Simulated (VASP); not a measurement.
# WSe2 (P-6m2) in VASP: notebook

WSe2 is run at these levels: PBEsol+D3(BJ); tasks: single point, relaxation of cell and atoms.

Program: VASP 6.6.1. These are calculated values, not measurements. Logs are shortened: lines on timing, memory, paths and dates and some standing lists are left out, and cuts for length are marked.

### Step 1. The cell of the first run

Symmetry: P-6m2, No. 187, hexagonal system. The conventional cell has a = 3.180 Å, b = 3.180 Å, c = 6.613 Å, α = 90.00°, β = 90.00°, γ = 120.00°. W (site symmetry -6m2) has 6 Se at 2.49 Å and 6 W at 3.18 Å within 3.3 Å. Within 3.3 Å of Se (site symmetry 3m) lie 3 W at 2.49 Å and 7 Se at 3.18 to 3.24 Å.

### Step 2. Single point, PBEsol+D3(BJ)

INCAR reads:

```
SYSTEM = WSe2
  PREC = Accurate
  ENCUT = 520
  EDIFF = 1E-6
  ISMEAR = 0
  SIGMA = 0.02
  LREAL = .False.
  LASPH = .True.
  NELM = 100
  ALGO = Normal
  ISIF = 2
  LWAVE = .False.
  LCHARG = .True.
  GGA = PS
  IVDW = 12
  LELF = .True.
  LVHAR = .True.
  NBANDS = 20
```

KPOINTS reads:

```
Automatic mesh
0
Gamma
  12 12 4
  0 0 0
```

POSCAR reads:

```
WSe2
1.0
    3.1802225511      0.0000000000      0.0000000000
   -1.5901112756      2.7541535190      0.0000000000
    0.0000000000      0.0000000000      6.6128296567
W Se
1 2
Direct
    0.0000000000      0.0000000000      0.0000000000
    0.3333333333      0.6666666667      0.2553874292
    0.3333333333      0.6666666667      0.7446125708
```

Potentials or basis: VASP PAW PBE potentials, release 64 (W_sv, Se).

The run is started by

```sh
> cat potpaw_PBE.64/W_sv/POTCAR potpaw_PBE.64/Se/POTCAR > POTCAR
> mpirun -np 1 vasp_std > vasp.out
```

OUTCAR:

```text
SYSTEM = WSe2
   PREC = Accurate
   ENCUT = 520
   EDIFF = 1E-6
   ISMEAR = 0
   LREAL = .False.
   LASPH = .True.
   NELM = 100
   ISIF = 2
   GGA = PS
   IVDW = 12
 IVDW          = 12

 ion  position               nearest neighbor table
   1  0.000  0.000  0.000-   2 2.49   3 2.49   2 2.49   3 2.49   2 2.49   3 2.49
   2  0.333  0.667  0.255-   1 2.49   1 2.49   1 2.49
   3  0.333  0.667  0.745-   1 2.49   1 2.49   1 2.49

  LATTYP: Found a hexagonal cell.
 ALAT       =     3.1802225511
 C/A-ratio  =     2.0793606581

  Lattice vectors:

 A1 = (   3.1802225511,   0.0000000000,   0.0000000000)
 A2 = (  -1.5901112756,   2.7541535190,   0.0000000000)
 A3 = (   0.0000000000,   0.0000000000,   6.6128296567)

Analysis of symmetry for initial positions (statically):
=====================================================================
 Subroutine PRICEL returns:
 Original cell was already a primitive cell.

 Routine SETGRP: Setting up the symmetry group for a
 hexagonal supercell.

 Subroutine GETGRP returns: Found 12 space group operations
 (whereof 12 operations were pure point group operations)
 out of a pool of 24 trial point group operations.

The static configuration has the point symmetry D_3h.

Analysis of symmetry for dynamics (positions and initial velocities):
=====================================================================
 Subroutine PRICEL returns:
 Original cell was already a primitive cell.

 Routine SETGRP: Setting up the symmetry group for a
 hexagonal supercell.

 Subroutine GETGRP returns: Found 12 space group operations
 (whereof 12 operations were pure point group operations)
 out of a pool of 24 trial point group operations.

The dynamic configuration has the point symmetry D_3h.

 Subroutine INISYM returns: Found 12 space group operations
 (whereof 12 operations are pure point group operations),
 and found     1 'primitive' translations

----------------------------------------------------------------------------------------

                                     Primitive cell

  volume of cell :      57.9206

  direct lattice vectors                    reciprocal lattice vectors
     3.180222551  0.000000000  0.000000000     0.314443403  0.181543983  0.000000000
    -1.590111276  2.754153519  0.000000000     0.000000000  0.363087966  0.000000000
     0.000000000  0.000000000  6.612829657     0.000000000  0.000000000  0.151221195

  length of vectors
     3.180222551  3.180222551  6.612829657     0.363087966  0.363087966  0.151221195

  position of ions in fractional coordinates (direct lattice)
     0.000000000  0.000000000  0.000000000
     0.333333333  0.666666667  0.255387429
     0.333333333  0.666666667  0.744612571

  ion indices of the primitive-cell ions
   primitive index   ion index
                 1           1
                 2           2
                 3           3

----------------------------------------------------------------------------------------

 KPOINTS: Automatic mesh

Automatic generation of k-mesh.
 Grid dimensions read from file:
 generate k-points for:   12   12    4

 Generating k-lattice:

  Cartesian coordinates                     Fractional coordinates (reciprocal lattice)
     0.026203617  0.015128665  0.000000000     0.083333333  0.000000000  0.000000000
     0.000000000  0.030257331  0.000000000     0.000000000  0.083333333  0.000000000
     0.000000000  0.000000000  0.037805299     0.000000000  0.000000000  0.250000000

  Length of vectors
     0.030257331  0.030257331  0.037805299

  Shift w.r.t. Gamma in fractional coordinates (k-lattice)
     0.000000000  0.000000000  0.000000000

 Subroutine IBZKPT returns following result:
 ===========================================

 Found     57 irreducible k-points:

 Following reciprocal coordinates:
            Coordinates               Weight
  0.000000  0.000000  0.000000      1.000000
  0.083333  0.000000  0.000000      6.000000
  0.166667  0.000000  0.000000      6.000000
  0.250000 -0.000000  0.000000      6.000000
  0.333333  0.000000  0.000000      6.000000
  0.416667 -0.000000  0.000000      6.000000
[... 16 lines left out ...]
  0.250000 -0.000000  0.250000     12.000000
  0.333333  0.000000  0.250000     12.000000
 [... further k-points ...]
   k-points           NKPTS =     57   k-points in BZ     NKDIM =     57   number of bands    NBANDS=     20
   number of dos      NEDOS =    301   number of ions     NIONS =      3
   total plane-waves  NPLWV =  28800
   dimension x,y,z NGX =    24 NGY =   24 NGZ =   50
   dimension x,y,z NGXF=    48 NGYF=   48 NGZF=  100
   ions per type =               1   2
   NGX,Y,Z   is equivalent  to a cutoff of  12.55, 12.55, 12.57 a.u.
   NGXF,Y,Z  is equivalent  to a cutoff of  25.09, 25.09, 25.14 a.u.
 SYSTEM =  WSe2
   PREC   = accura    normal or accurate (medium, high low for compatibility)
   ISTART =      0    job   : 0-new  1-cont  2-samecut
   ICHARG =      2    charge: 1-file 2-atom 10-const
   ISPIN  =      1    spin polarized calculation?
   LNONCOLLINEAR =      F non collinear calculations
   LSORBIT =      F    spin-orbit coupling
   LASPH  =      T    aspherical Exc in radial PAW
   ENCUT  =  520.0 eV  38.22 Ry    6.18 a.u.   5.91  5.91 12.30*2*pi/ulx,y,z
   NELM   =    100;   NELMIN=  2; NELMDL= -5     # of ELM steps
   EDIFF  = 0.1E-05   stopping-criterion for ELM
   LREAL  =      F    real-space projection
   EDIFFG = 0.1E-04   stopping-criterion for IOM
   NSW    =      0    number of steps for IOM
   IBRION =     -1    ionic relax: 0-MD 1-quasi-New 2-CG
   NFREE  =      0    steps in history (QN), initial steepest desc. (CG)
   ISIF   =      2    stress and relaxation
   ISYM   =      2    0-nonsym 1-usesym 2-fastsym
   POTIM  = 0.5000    time-step for ionic-motion
   TEBEG  =    0.0;   TEEND  =   0.0 temperature during run
   PSTRESS=    0.0 pullay stress
   NELECT =      26.0000    total number of electrons
   NUPDOWN=      -1.0000    fix difference up-down
   EMIN   =  10.00;   EMAX   =-10.00  energy-range for DOS
   EFERMI =   0.00;   METHOD = LEGACY
   ISMEAR =     0;   SIGMA  =   0.02  broadening in eV -4-tet -1-fermi 0-gaus
   EFERMI_NEDOS =   21; number of points for ismear=-14 and -15
   IALGO  =     38    algorithm
   IMIX   =      4    mixing-type and parameters
     AMIX     =   0.40;   BMIX     =  1.00
     AMIX_MAG =   1.60;   BMIX_MAG =  1.00
  volume/ion in A,a.u.               =      19.31       130.29
  Fermi-wavevector in a.u.,A,eV,Ry     =   1.253492  2.368757 21.378053  1.571243
  Thomas-Fermi vector in A             =   2.387342
   LORBIT       =      0    0 simple, 1 ext, 2 COOP (PROOUT), +10 PAW based schemes
   GGA     = PS    functional components
   LHFCALC =     F    Hartree Fock is set to
   AEXX    =    0.0000 exact exchange contribution
   IVDW    =    12    specifies the selected vdW correction
   LEPSILON=     F    determine dielectric tensor
   LRPA    =     F    only Hartree local field effects (RPA)
 non-spin polarized calculation
 Gauss-broadening in eV      SIGMA  =   0.02
  energy-cutoff  :      520.00
  volume of cell :       57.92
 maximum number of plane-waves:      1574
 NGX is ok and might be reduce to    24
   NGX = 11   NGY = 11   NGZ = 25

 number of electron      26.0000001 magnetization

 Free energy of the ion-electron system (eV)
  ---------------------------------------------------
  ext. energy  EPLUGINS =         0.00000000
  ---------------------------------------------------
  free energy    TOTEN  =       -23.02402799 eV

  energy without entropy =      -23.02402799  energy(sigma->0) =      -23.02402799

 E-fermi :   6.6599     XC(G=0): -11.0817

 val. band max:        6.5365283224   @ k =   0.0000   0.0000   0.5000
 cond. band min:       7.4687164539   @ k =   0.1667   0.1667   0.0000
 fundamental gap:      0.9321881315
 Fermi energy:         6.6599051080

 k-point     1 :       0.0000    0.0000    0.0000
  band No.  band energies     occupation
      1     -67.4188      2.00000
      2     -31.7735      2.00000
      3     -31.5114      2.00000
      4     -31.5114      2.00000
      5      -9.0046      2.00000
      6      -7.3635      2.00000
[... 12 lines left out ...]
     19      14.7019      0.00000
     20      15.5823      0.00000

 k-point     2 :       0.0833    0.0000    0.0000
  band No.  band energies     occupation
      1     -67.4176      2.00000
      2     -31.7691      2.00000
      3     -31.5346      2.00000
      4     -31.5167      2.00000
      5      -8.8845      2.00000
      6      -7.3031      2.00000
[... 12 lines left out ...]
     19      14.8195      0.00000
     20      16.2287      0.00000

 k-point     3 :       0.1667    0.0000    0.0000
  band No.  band energies     occupation
      1     -67.4145      2.00000
      2     -31.7568      2.00000
      3     -31.5975      2.00000
      4     -31.5314      2.00000
      5      -8.5381      2.00000
      6      -7.1294      2.00000
[... 12 lines left out ...]
     19      15.2479      0.00000
     20      16.0492      0.00000

 k-point     4 :       0.2500   -0.0000    0.0000
  band No.  band energies     occupation
      1     -67.4102      2.00000
      2     -31.7399      2.00000
      3     -31.6824      2.00000
      4     -31.5513      2.00000
      5      -8.0105      2.00000
      6      -6.8678      2.00000
[... 12 lines left out ...]
     19      14.8535      0.00000
     20      15.5476      0.00000

 k-point     5 :       0.3333    0.0000    0.0000
  band No.  band energies     occupation
      1     -67.4059      2.00000
      2     -31.7660      2.00000
      3     -31.7231      2.00000
      4     -31.5711      2.00000
      5      -7.3891      2.00000
      6      -6.5696      2.00000
[... 12 lines left out ...]
     19      13.8066      0.00000
     20      14.7415      0.00000
[... 353 lines left out ...]
      6      -7.4943      2.00000
[... 12 lines left out ...]
     19      15.1631      0.00000
     20      15.7631      0.00000

 k-point    22 :       0.1667    0.0000    0.2500
  band No.  band energies     occupation
      1     -67.4145      2.00000
      2     -31.7568      2.00000
      3     -31.5975      2.00000
      4     -31.5314      2.00000
      5      -8.4328      2.00000
      6      -7.3077      2.00000
[... 12 lines left out ...]
     19      15.4034      0.00000
     20      15.9083      0.00000

 k-point    23 :       0.2500   -0.0000    0.2500
  band No.  band energies     occupation
      1     -67.4102      2.00000
      2     -31.7399      2.00000
      3     -31.6823      2.00000
      4     -31.5513      2.00000
      5      -7.9078      2.00000
      6      -7.0251      2.00000
[... 12 lines left out ...]
     19      14.5366      0.00000
     20      15.5425      0.00000

 k-point    24 :       0.3333    0.0000    0.2500
  band No.  band energies     occupation
      1     -67.4059      2.00000
      2     -31.7660      2.00000
      3     -31.7231      2.00000
      4     -31.5711      2.00000
      5      -7.2960      2.00000
      6      -6.6971      2.00000
[... 12 lines left out ...]
     19      13.7179      0.00000
     20      14.8772      0.00000

 [... further k-points ...]

------------------------ aborting loop because EDIFF is reached ----------------------------------------

 Edisp (eV)   -1.37909

 E8    (eV) :    -0.9269

  FORCE on cell =-STRESS in cart. coord.  units (eV):
  Direction    XX          YY          ZZ          XY          YZ          ZX
  --------------------------------------------------------------------------------------
  -------------------------------------------------------------------------------------
  Total       1.96871     1.96871     2.05709    -0.00000    -0.00000     0.00000
  in kB      54.45772    54.45772    56.90239    -0.00000    -0.00000     0.00000
  external pressure =       55.27 kB  Pullay stress =        0.00 kB

 VOLUME and BASIS-vectors are now :
 -----------------------------------------------------------------------------
  energy-cutoff  :      520.00
  volume of cell :       57.92
      direct lattice vectors                 reciprocal lattice vectors
     3.180222551  0.000000000  0.000000000     0.314443403  0.181543983  0.000000000
    -1.590111276  2.754153519  0.000000000     0.000000000  0.363087966  0.000000000
     0.000000000  0.000000000  6.612829657     0.000000000  0.000000000  0.151221195

 POSITION                                       TOTAL-FORCE (eV/Angst)
 -----------------------------------------------------------------------------------
      0.00000      0.00000      0.00000        -0.000000     -0.000000      0.000000
     -0.00000      1.83610      1.68883         0.000000     -0.000000      0.070908
     -0.00000      1.83610      4.92400        -0.000000      0.000000     -0.070908
 -----------------------------------------------------------------------------------
    total drift:                                0.000000     -0.000000      0.000000

  FREE ENERGIE OF THE ION-ELECTRON SYSTEM (eV)
  ---------------------------------------------------
  free  energy   TOTEN  =       -24.4031204279 eV

  energy  without entropy=      -24.4031204279  energy(sigma->0) =      -24.40312043
```

Wall time 68 s (1 thread of Intel Xeon 8259CL, shared host); peak memory 0.23 GiB.

Results:

```yaml
Free_energy: -24.4031 eV
Pressure: 5.5 GPa
Largest_force: 0.071 eV/Å
Band_gap_on_the_k_mesh: 0.93 eV, indirect (least direct gap 1.71 eV)
Dispersion_energy_per_atom: -0.460 eV
```

Forces in eV/Å, atoms in the order of the input:
```
W    0.000  0.000  0.000
Se   0.000  0.000  0.071
Se   0.000  0.000 -0.071
```

Stress tensor (GPa, compression positive):
```
5.45 0.00 0.00
0.00 5.45 0.00
0.00 0.00 5.69
```

Caveat: the PAW data sets were made with another functional, which shifts forces and pressure a little; spin-orbit coupling is left out, which moves the levels of the heavy elements. A k mesh can miss the band edges.

### Step 3. Single point, PBEsol+D3(BJ)

This run uses another cell than the first one, of 15.69 Å³/atom, 0.813 times its volume.

INCAR reads:

```
PREC     = Accurate       # precision mode
ENCUT    = 520            # plane-wave cutoff, eV
EDIFF    = 1E-7           # SCF threshold, eV
ISMEAR   = 0              # smearing method
SIGMA    = 0.02           # smearing width, eV
LREAL    = False          # projectors in reciprocal space
LASPH    = True           # aspherical terms in the spheres
NELM     = 80             # most SCF steps
ALGO     = Normal         # electronic algorithm
ISIF     = 2              # what is computed and relaxed
LWAVE    = False          # write WAVECAR
LCHARG   = False          # write CHGCAR
GGA      = PS             # functional
IVDW     = 12             # dispersion correction
NBANDS   = 20             # bands
```

KPOINTS reads:

```
regular mesh
0
Gamma
  12 12 6
```

POSCAR reads:

```
WSe2
1.0
    2.9623886774      0.0000000000      0.0000000000
   -1.4811943387      2.5655038505      0.0000000000
    0.0000000000      0.0000000000      6.1947351676
W Se
1 2
Direct
    0.0000000000      0.0000000000      0.0000000000
    0.3333333333      0.6666666667      0.2770928587
    0.3333333333      0.6666666667      0.7229071413
```

Potentials or basis: VASP PAW PBE potentials, release 64 (W_sv, Se).

The run is started by

```sh
> cat potpaw_PBE.64/W_sv/POTCAR potpaw_PBE.64/Se/POTCAR > POTCAR
> mpirun -np 1 vasp_std > vasp.out
```

It took 64 s on 1 thread of Intel Xeon 8259CL, shared host; peak memory 0.23 GiB.

The run converged. Its results:

| Property | Result |
| --- | --- |
| Free energy | -23.0753 eV |
| Pressure | 41.1 GPa |
| Largest force | 0.098 eV/Å |
| Band gap on the k mesh | 0.08 eV, indirect (least direct gap 0.49 eV) |
| Dispersion energy per atom | -0.570 eV |

Forces in eV/Å, atoms in the order of the input:
```
W    0.000  0.000  0.000
Se   0.000  0.000  0.098
Se   0.000  0.000 -0.098
```

Stress tensor (GPa, compression positive):
```
40.96  0.00  0.00
 0.00 40.96  0.00
 0.00  0.00 41.39
```

Levels at points of the mesh, in eV from the valence-band top:
```csv
k point,band 9,band 10,band 11,band 12,band 13,band 14,band 15,band 16,band 17,band 18
"(0.00, 0.00, 0.00)",-2.40,-2.40,-1.25,-0.71,-0.71,3.50,3.50,4.05,4.05,6.60
"(0.50, 0.00, 0.00)",-6.31,-3.20,-2.62,-1.88,-0.84,1.29,3.71,4.71,5.38,5.61
"(0.00, 0.00, 0.50)",-2.35,-2.35,-0.84,-0.84,-0.36,3.48,3.48,4.24,4.24,7.06
"(0.50, 0.00, 0.50)",-5.16,-4.88,-3.40,-0.54,-0.22,2.39,3.48,3.75,4.17,5.82
```

Caveat: the PAW data sets were made with another functional, which shifts forces and pressure a little; spin-orbit coupling is left out, which moves the levels of the heavy elements. A k mesh can miss the band edges.

### Step 4. Single point, PBEsol+D3(BJ)

This run uses another cell than the first one, of 15.69 Å³/atom, 0.813 times its volume.

INCAR reads:

```
SYSTEM = WSe2
PREC     = Accurate       ! precision mode
ENCUT    = 520            ! plane-wave cutoff, eV
EDIFF    = 1E-7           ! SCF threshold, eV
ISMEAR   = 0              ! smearing method
SIGMA    = 0.02           ! smearing width, eV
LREAL    = .False.        ! projectors in reciprocal space
LASPH    = .True.         ! aspherical terms in the spheres
NELM     = 100            ! most SCF steps
ALGO     = Normal         ! electronic algorithm
ISIF     = 2              ! what is computed and relaxed
LWAVE    = .False.        ! write WAVECAR
LCHARG   = .False.        ! write CHGCAR
GGA      = PS             ! functional
IVDW     = 12             ! dispersion correction
NBANDS   = 20             ! bands
```

KPOINTS reads:

```
regular mesh
0
Gamma
  12 12 6
  0 0 0
```

POSCAR is that of step 3.

The run is started by

```sh
> cat potpaw_PBE.64/W_sv/POTCAR potpaw_PBE.64/Se/POTCAR > POTCAR
> mpirun -np 1 vasp_std > vasp.out
```

Wall time 69 s (1 thread of Intel Xeon 8259CL, shared host); peak memory 0.23 GiB.

Results (log left out):

| Quantity | Value |
| --- | --- |
| Free energy | -23.0753 eV |
| Pressure | 41.1 GPa |
| Largest force | 0.098 eV/Å |
| Band gap on the k mesh | 0.08 eV, indirect (least direct gap 0.49 eV) |
| Dispersion energy per atom | -0.570 eV |

Forces in eV/Å, atoms in the order of the input:
```
W    0.000  0.000  0.000
Se   0.000  0.000  0.098
Se   0.000  0.000 -0.098
```

Stress tensor (GPa, compression positive):
```
40.96  0.00  0.00
 0.00 40.96  0.00
 0.00  0.00 41.39
```

Levels at points of the mesh, in eV from the valence-band top:
| k point | band 9 | band 10 | band 11 | band 12 | band 13 | band 14 | band 15 | band 16 | band 17 | band 18 |
| --- | --- | --- | --- | --- | --- | --- | --- | --- | --- | --- |
| (0.00, 0.00, 0.00) | -2.40 | -2.40 | -1.25 | -0.71 | -0.71 | 3.50 | 3.50 | 4.05 | 4.05 | 6.60 |
| (0.50, 0.00, 0.00) | -6.31 | -3.20 | -2.62 | -1.88 | -0.84 | 1.29 | 3.71 | 4.71 | 5.38 | 5.61 |
| (0.00, 0.00, 0.50) | -2.35 | -2.35 | -0.84 | -0.84 | -0.36 | 3.48 | 3.48 | 4.24 | 4.24 | 7.06 |
| (0.50, 0.00, 0.50) | -5.16 | -4.88 | -3.40 | -0.54 | -0.22 | 2.39 | 3.48 | 3.75 | 4.17 | 5.82 |

Caveat: the PAW data sets were made with another functional, which shifts forces and pressure a little; spin-orbit coupling is left out, which moves the levels of the heavy elements.

(Continued in part 2 of 2.)
